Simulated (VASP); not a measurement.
# Mg4HO8 (a cell with a defect) in VASP: further runs, part 2 of 2

VASP 6.6.1. The steps go on from the part before.

## (4) Single point, LDA

Contents of INCAR:

```
SYSTEM = Mg4HO8
PREC = Accurate ; ENCUT = 520
EDIFF = 1E-6 ; ISMEAR = 0
SIGMA = 0.05 ; LREAL = .False.
LASPH = .True. ; NELM = 80
ALGO = Normal ; ISIF = 2
LWAVE = .False. ; LCHARG = .False.
NELECT = 56.0 ; NBANDS = 40
```

Contents of KPOINTS:

```
Automatic mesh
0
Gamma
  6 6 6
  0 0 0
```

Contents of POSCAR:

```
Mg4HO8
1.0
   -3.1159510607     -1.7989951837      3.4255732540
    3.1159510607     -1.7989951837      3.4255732540
    0.0000000000      3.5979903674      3.4255732540
Mg O H
4 8 1
Direct
    0.0000000000      0.0000000000      0.0000000000
    0.5000000000      0.5000000000      0.0000000000
    0.5000000000      0.0000000000      0.5000000000
    0.0000000000      0.5000000000      0.5000000000
    0.4294242759      0.4294242759      0.4294242759
    0.9294242759      0.9294242759      0.4294242759
    0.9294242759      0.4294242759      0.9294242759
    0.4294242759      0.9294242759      0.9294242759
    0.5705757241      0.5705757241      0.5705757241
    0.0705757241      0.0705757241      0.5705757241
    0.0705757241      0.5705757241      0.0705757241
    0.5705757241      0.0705757241      0.0705757241
    1.0833540658      1.1666873991      0.2500207325
```

Potentials or basis: VASP PAW LDA potentials, release 64 (Mg, O, H).

The run is started by

```console
> cat potpaw_LDA.64/Mg/POTCAR potpaw_LDA.64/O/POTCAR potpaw_LDA.64/H/POTCAR > POTCAR
> mpirun -np 1 vasp_std > vasp.out
```

OUTCAR:

```text
SYSTEM = Mg4HO8
   PREC = Accurate
   ENCUT = 520
   EDIFF = 1E-6
   ISMEAR = 0
   LREAL = .False.
   LASPH = .True.
   NELM = 80
   ISIF = 2
   NELECT = 56.0

 ion  position               nearest neighbor table
   1  0.000  0.000  0.000-  13 1.79   8 2.05  11 2.05  12 2.05   7 2.05  10 2.05   6 2.05   2 3.12
                             2 3.12   3 3.12   4 3.12   4 3.12   3 3.12
   2  0.500  0.500  0.000-   7 2.05   8 2.05  11 2.05  12 2.05   5 2.05   9 2.05   1 3.12   1 3.12
                             3 3.12   3 3.12   4 3.12   4 3.12
   3  0.500  0.000  0.500-   5 2.05   6 2.05   9 2.05  10 2.05   8 2.05  12 2.05   4 3.12   4 3.12
                             2 3.12   1 3.12   1 3.12   2 3.12
   4  0.000  0.500  0.500-   5 2.05   6 2.05   9 2.05  10 2.05   7 2.05  11 2.05  13 2.20   3 3.12
                             3 3.12   1 3.12   1 3.12   2 3.12   2 3.12
   5  0.429  0.429  0.429-   9 1.45   4 2.05   3 2.05   2 2.05
   6  0.929  0.929  0.429-  10 1.45   4 2.05   3 2.05   1 2.05
   7  0.929  0.429  0.929-  11 1.45   2 2.05   1 2.05   4 2.05
   8  0.429  0.929  0.929-  12 1.45   2 2.05   1 2.05   3 2.05
   9  0.571  0.571  0.571-   5 1.45   4 2.05   3 2.05   2 2.05
  10  0.071  0.071  0.571-   6 1.45   4 2.05   3 2.05   1 2.05
  11  0.071  0.571  0.071-   7 1.45   2 2.05   1 2.05   4 2.05
  12  0.571  0.071  0.071-   8 1.45   2 2.05   1 2.05   3 2.05
  13  0.083  0.167  0.250-   1 1.79   4 2.20

  LATTYP: Found a trigonal (rhomboedric) cell.
 ALAT       =     4.9679056757
 COS(alpha) =     0.2131996058

  Lattice vectors:

 A1 = (  -3.1159510607,  -1.7989951837,   3.4255732540)
 A2 = (   3.1159510607,  -1.7989951837,   3.4255732540)
 A3 = (   0.0000000000,   3.5979903674,   3.4255732540)

Analysis of symmetry for initial positions (statically):
=====================================================================
 Subroutine PRICEL returns:
 Original cell was already a primitive cell.

 Routine SETGRP: Setting up the symmetry group for a
 trigonal (rhombohedral) supercell.

 Subroutine GETGRP returns: Found  1 space group operations
 (whereof  1 operations were pure point group operations)
 out of a pool of 12 trial point group operations.

The static configuration has the point symmetry C_1 .

Analysis of symmetry for dynamics (positions and initial velocities):
=====================================================================
 Subroutine PRICEL returns:
 Original cell was already a primitive cell.

 Routine SETGRP: Setting up the symmetry group for a
 trigonal (rhombohedral) supercell.

 Subroutine GETGRP returns: Found  1 space group operations
 (whereof  1 operations were pure point group operations)
 out of a pool of 12 trial point group operations.

The dynamic configuration has the point symmetry C_1 .

 Subroutine INISYM returns: Found  1 space group operations
 (whereof  1 operations are pure point group operations),
 and found     1 'primitive' translations

----------------------------------------------------------------------------------------

                                     Primitive cell

  volume of cell :     115.2140

  direct lattice vectors                    reciprocal lattice vectors
    -3.115951061 -1.798995184  3.425573254    -0.160464651 -0.092644310  0.097307314
     3.115951061 -1.798995184  3.425573254     0.160464651 -0.092644310  0.097307314
     0.000000000  3.597990367  3.425573254     0.000000000  0.185288619  0.097307314

  length of vectors
[... 94 lines left out ...]
 SYSTEM =  Mg4HO8
   PREC   = accura    normal or accurate (medium, high low for compatibility)
   ISTART =      0    job   : 0-new  1-cont  2-samecut
   ICHARG =      2    charge: 1-file 2-atom 10-const
   ISPIN  =      1    spin polarized calculation?
   LNONCOLLINEAR =      F non collinear calculations
   LSORBIT =      F    spin-orbit coupling
   LASPH  =      T    aspherical Exc in radial PAW
   ENCUT  =  520.0 eV  38.22 Ry    6.18 a.u.   9.24  9.24  9.24*2*pi/ulx,y,z
   NELM   =     80;   NELMIN=  2; NELMDL= -5     # of ELM steps
   EDIFF  = 0.1E-05   stopping-criterion for ELM
   LREAL  =      F    real-space projection
   EDIFFG = 0.1E-04   stopping-criterion for IOM
   NSW    =      0    number of steps for IOM
   IBRION =     -1    ionic relax: 0-MD 1-quasi-New 2-CG
   NFREE  =      0    steps in history (QN), initial steepest desc. (CG)
   ISIF   =      2    stress and relaxation
   ISYM   =      2    0-nonsym 1-usesym 2-fastsym
   POTIM  = 0.5000    time-step for ionic-motion
   TEBEG  =    0.0;   TEEND  =   0.0 temperature during run
   PSTRESS=    0.0 pullay stress
   NELECT =      56.0000    total number of electrons
   NUPDOWN=      -1.0000    fix difference up-down
   EMIN   =  10.00;   EMAX   =-10.00  energy-range for DOS
   EFERMI =   0.00;   METHOD = LEGACY
   ISMEAR =     0;   SIGMA  =   0.05  broadening in eV -4-tet -1-fermi 0-gaus
   EFERMI_NEDOS =   21; number of points for ismear=-14 and -15
   IALGO  =     38    algorithm
   IMIX   =      4    mixing-type and parameters
     AMIX     =   0.40;   BMIX     =  1.00
     AMIX_MAG =   1.60;   BMIX_MAG =  1.00
  volume/ion in A,a.u.               =       8.86        59.81
  Fermi-wavevector in a.u.,A,eV,Ry     =   1.287170  2.432398 22.542210  1.656806
  Thomas-Fermi vector in A             =   2.419200
   LORBIT       =      0    0 simple, 1 ext, 2 COOP (PROOUT), +10 PAW based schemes
   GGA     = CA    functional components
   LHFCALC =     F    Hartree Fock is set to
   AEXX    =    0.0000 exact exchange contribution
   IVDW    =     0    specifies the selected vdW correction
   LEPSILON=     F    determine dielectric tensor
   LRPA    =     F    only Hartree local field effects (RPA)
 non-spin polarized calculation
 Gauss-broadening in eV      SIGMA  =   0.05
  energy-cutoff  :      520.00
  volume of cell :      115.21
 maximum number of plane-waves:      3126
 NGX is ok and might be reduce to    40
   NGX = 19   NGY = 19   NGZ = 19

 number of electron      55.9999981 magnetization

 Free energy of the ion-electron system (eV)
  ---------------------------------------------------
  ext. energy  EPLUGINS =         0.00000000
  ---------------------------------------------------
  free energy    TOTEN  =       -78.58604679 eV

  energy without entropy =      -78.58604679  energy(sigma->0) =      -78.58604679

 E-fermi :   3.5182     XC(G=0): -11.2112

 val. band max:        3.3400341319   @ k =   0.5000   0.5000   0.5000
 cond. band min:       3.7032590125   @ k =   0.3333   0.3333   0.3333
 fundamental gap:      0.3632248807
 Fermi energy:         3.5181536783

 k-point     1 :       0.0000    0.0000    0.0000
  band No.  band energies     occupation
      1     -19.7262      2.00000
      2     -18.3605      2.00000
      3     -17.7788      2.00000
      4     -17.4296      2.00000
      5     -12.8217      2.00000
      6     -11.8537      2.00000
[... 1021 lines left out ...]
     39      13.9990      0.00000
     40      14.2826      0.00000

 [... further k-points ...]

------------------------ aborting loop because EDIFF is reached ----------------------------------------

  FORCE on cell =-STRESS in cart. coord.  units (eV):
  Direction    XX          YY          ZZ          XY          YZ          ZX
  --------------------------------------------------------------------------------------
  -------------------------------------------------------------------------------------
  Total       -8.5992535    -12.8907449      1.3519419      1.8855832      1.5885589      1.2148312
  in kB     -119.5821053   -179.2600268     18.8002438     26.2211137     22.0906642     16.8935674
  external PRESSURE =     -93.3472961 kB  Pullay stress =       0.0000000 kB

 VOLUME and BASIS-vectors are now :
 -----------------------------------------------------------------------------
  energy-cutoff  :      520.00
  volume of cell :      115.21
      direct lattice vectors                 reciprocal lattice vectors
    -3.115951061 -1.798995184  3.425573254    -0.160464651 -0.092644310  0.097307314
     3.115951061 -1.798995184  3.425573254     0.160464651 -0.092644310  0.097307314
     0.000000000  3.597990367  3.425573254     0.000000000  0.185288619  0.097307314

 POSITION                                       TOTAL-FORCE (eV/Angst)
 -----------------------------------------------------------------------------------
      0.00000      0.00000      0.00000        -0.333459     -0.554217     -2.355879
      0.00000     -1.79900      3.42557         0.018741     -0.121603      0.049117
     -1.55798      0.89950      3.42557        -0.174871      0.118807      0.146807
      1.55798      0.89950      3.42557         0.382298      0.162895      0.531542
      0.00000      0.00000      4.41307        -0.017588     -0.002490     -0.252323
      0.00000     -1.79900      7.83865         0.351613     -1.593880     -1.232758
     -1.55798      0.89950      7.83865        -0.536551      0.568908     -0.607805
      1.55798      0.89950      7.83865         0.221865      0.167044     -0.365877
      0.00000      0.00000      5.86365        -0.001429      0.013631      0.271064
      0.00000      1.79900      2.43807         0.219047     -1.437693      1.400648
      1.55798     -0.89950      2.43807        -0.437990      0.437227      0.739254
     -1.55798     -0.89950      2.43807         0.155573      0.129054      0.462704
      0.25966      0.44975      1.71300         0.152751      2.112317      1.213506
 -----------------------------------------------------------------------------------
    total drift:                               -0.000083      0.000289     -0.000380

  FREE ENERGIE OF THE ION-ELECTRON SYSTEM (eV)
  ---------------------------------------------------
  free  energy   TOTEN  =       -78.5860467876 eV

  energy  without entropy=      -78.5860467866  energy(sigma->0) =      -78.58604679
```

Wall time 17 min (1 thread of Intel Xeon 8259CL, shared host); peak memory 0.48 GiB.

Results:

| Property | Result |
| --- | --- |
| Free energy | -78.5860 eV |
| Largest force | 2.443 eV/Å |

Forces in eV/Å, atoms in the order of the input:
```
Mg  -0.333 -0.554 -2.356
Mg   0.019 -0.122  0.049
Mg  -0.175  0.119  0.147
Mg   0.382  0.163  0.532
O   -0.018 -0.002 -0.252
O    0.352 -1.594 -1.233
O   -0.537  0.569 -0.608
O    0.222  0.167 -0.366
O   -0.001  0.014  0.271
O    0.219 -1.438  1.401
O   -0.438  0.437  0.739
O    0.156  0.129  0.463
H    0.153  2.112  1.214
```

Caveat: the cell carries a net charge on a neutralising background, which shifts energy and pressure; the cell is charged against a uniform background, so pressure and absolute levels hang on convention.

## (5) Single point, LDA

Contents of INCAR:

```
SYSTEM = Mg4HO8
PREC = Accurate
ENCUT = 520
EDIFF = 1E-7
ISMEAR = 0
SIGMA = 0.05
LREAL = .False.
LASPH = .True.
NELM = 60
ALGO = Fast
ISIF = 2
LWAVE = .False.
LCHARG = .False.
GGA = CA
NBANDS = 40
NELECT = 56.0
```

KPOINTS is that of step 4.

POSCAR: that of step 4 with these lines changed.

```diff
@@ -20,2 +20,2 @@
     0.5705757241      0.0705757241      0.0705757241
-    1.0833540658      1.1666873991      0.2500207325
+    1.2916873991      1.3333540658     -0.1249792675
```

The run is started by

```console
> cat potpaw_LDA.64/Mg/POTCAR potpaw_LDA.64/O/POTCAR potpaw_LDA.64/H/POTCAR > POTCAR
> mpirun -np 1 vasp_std > vasp.out
```

Wall time 12 min (1 thread of Oxide Virtual Turin-like, shared host); peak memory 0.44 GiB.

The run converged. Its results:

| Quantity | Value |
| --- | --- |
| Free energy | -78.1696 eV |
| Largest force | 2.850 eV/Å |

Forces on the atoms (eV/Å):
```
Mg  -0.008  0.274 -0.296
Mg  -0.192 -0.338  2.823
Mg  -0.122 -0.062 -0.083
Mg   0.168 -0.092 -0.156
O    0.024  0.338 -0.570
O    0.010  0.015 -0.112
O   -0.885 -0.440 -1.121
O    0.551 -0.234 -0.802
O    0.033  0.493  0.413
O    0.000 -0.010  0.049
O   -1.133 -0.520  0.907
O    0.769 -0.298  0.613
H    0.786  0.874 -1.665
```

Levels at points of the mesh, in eV from the Fermi level:
| k point | band 26 | band 27 | band 28 | band 29 | band 30 | band 31 |
| --- | --- | --- | --- | --- | --- | --- |
| (0.00, 0.00, 0.00) | -0.34 | -0.10 | -0.06 | -0.02 | 3.35 | 3.75 |
| (0.50, 0.00, 0.00) | -0.56 | -0.54 | -0.41 | 0.79 | 3.59 | 3.89 |
| (0.00, 0.50, 0.00) | -0.70 | -0.48 | -0.28 | 0.71 | 3.57 | 3.93 |
| (0.00, 0.00, 0.50) | -0.89 | -0.42 | -0.18 | 0.57 | 3.54 | 4.11 |
| (0.50, 0.50, 0.00) | -1.12 | -0.63 | -0.35 | 0.54 | 3.31 | 3.97 |
| (0.50, 0.00, 0.50) | -0.89 | -0.67 | -0.43 | 0.68 | 3.36 | 3.77 |
| (0.00, 0.50, 0.50) | -0.75 | -0.70 | -0.51 | 0.76 | 3.44 | 3.62 |
| (0.50, 0.50, 0.50) | -1.02 | -0.04 | 0.02 | 0.03 | 2.52 | 4.04 |

Caveat: the cell carries a net charge on a neutralising background, which shifts energy and pressure; the cell is charged against a uniform background, so pressure and absolute levels hang on convention.

## (6) Single point, LDA

Contents of INCAR:

```
ALGO     = Fast           # electronic algorithm
EDIFF    = 1E-7           # SCF threshold, eV
ENCUT    = 520            # plane-wave cutoff, eV
ISIF     = 2              # what is computed and relaxed
ISMEAR   = 0              # smearing method
LASPH    = True           # aspherical terms in the spheres
LCHARG   = False          # write CHGCAR
LREAL    = False          # projectors in reciprocal space
LWAVE    = False          # write WAVECAR
NBANDS   = 40             # bands
NELECT   = 56.0         
NELM     = 60             # most SCF steps
PREC     = Accurate       # precision mode
SIGMA    = 0.05           # smearing width, eV
```

Contents of KPOINTS:

```
k-points
0
Gamma
  6 6 6
```

POSCAR: that of step 5 with these lines changed.

```diff
@@ -20,2 +20,2 @@
     0.5705757241      0.0705757241      0.0705757241
-    1.2916873991      1.3333540658     -0.1249792675
+    1.1250207325      1.1666873991      0.2083540658
```

Potentials or basis: VASP PAW LDA potentials, release 64 (Mg, O, H).

The run is started by

```console
> cat potpaw_LDA.64/Mg/POTCAR potpaw_LDA.64/O/POTCAR potpaw_LDA.64/H/POTCAR > POTCAR
> mpirun -np 1 vasp_std > vasp.out
```

It took 12 min on 1 thread of Oxide Virtual Turin-like, shared host; peak memory 0.44 GiB.

Results (log left out):

```yaml
Free_energy: -78.1703 eV
Largest_force: 2.846 eV/Å
```

Forces in eV/Å, atoms in the order of the input:
```
Mg  -0.196 -0.334 -2.819
Mg   0.007 -0.137  0.084
Mg  -0.164  0.099  0.156
Mg   0.242  0.130  0.297
O   -0.008 -0.005 -0.050
O    0.116 -1.240 -0.908
O   -0.642  0.517 -0.614
O    0.410  0.275 -0.414
O    0.008  0.016  0.111
O    0.062 -0.989  1.120
O   -0.479  0.361  0.802
O    0.281  0.190  0.570
H    0.364  1.117  1.665
```

Levels at points of the mesh, in eV from the Fermi level:
```tsv
k point	band 25	band 26	band 27	band 28	band 29	band 30	band 31	band 32
(0.00, 0.00, 0.00)	-0.97	-0.34	-0.10	-0.06	-0.02	3.35	3.75	4.05
(0.50, 0.00, 0.00)	-1.09	-0.89	-0.42	-0.18	0.57	3.54	4.11	4.15
(0.00, 0.50, 0.00)	-0.89	-0.70	-0.48	-0.28	0.71	3.57	3.93	4.33
(0.00, 0.00, 0.50)	-0.75	-0.56	-0.54	-0.41	0.79	3.59	3.89	4.39
(0.50, 0.50, 0.00)	-0.93	-0.75	-0.70	-0.51	0.76	3.44	3.62	4.63
(0.50, 0.00, 0.50)	-1.00	-0.89	-0.67	-0.43	0.68	3.36	3.77	4.51
(0.00, 0.50, 0.50)	-1.19	-1.12	-0.63	-0.35	0.54	3.31	3.97	4.35
(0.50, 0.50, 0.50)	-1.08	-1.02	-0.04	0.02	0.03	2.52	4.04	4.39
```

Caveat: the cell carries a net charge on a neutralising background, which shifts energy and pressure; the cell is charged against a uniform background, so pressure and absolute levels hang on convention.
